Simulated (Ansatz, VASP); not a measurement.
# Two plane-wave programs on SrO

```
CELL_PARAMETERS angstrom
0.00000 2.28955 3.23742
2.28955 0.00000 3.23742
2.28955 2.28955 0.00000
ATOMIC_POSITIONS crystal
Sr 0.00000 0.00000 0.00000
O 0.50000 0.50000 0.50000
```

Alike in both runs: task single point; functional PBEsol; k mesh 8 × 8 × 8; occupations gaussian, width 0.05 eV; no spin polarisation.

|  | VASP | Ansatz |
| --- | --- | --- |
| version | VASP 6.6.1 | Ansatz 0.2.0 |
| potentials or method | VASP PAW PBE potentials, release 64 (Sr_sv, O), cutoff 520 eV | scalar-relativistic, plane waves, PAW |
| valence electrons in the cell | 16 | 16 |

|  | VASP | Ansatz | Ansatz less VASP |
| --- | --- | --- | --- |
| gap on the k mesh at the Fermi level (eV) | 1.33 | 1.37 | +0.041 |
| least direct gap on the mesh (eV) | 1.62 | 1.69 | +0.075 |
| pressure (GPa) | 22.3 | 20.9 | -1.39 |
| traceless stress, the component that is largest in VASP (GPa) | -29.35 | -27.85 | +1.502 |

VASP's potentials were made for PBE, not for PBEsol.
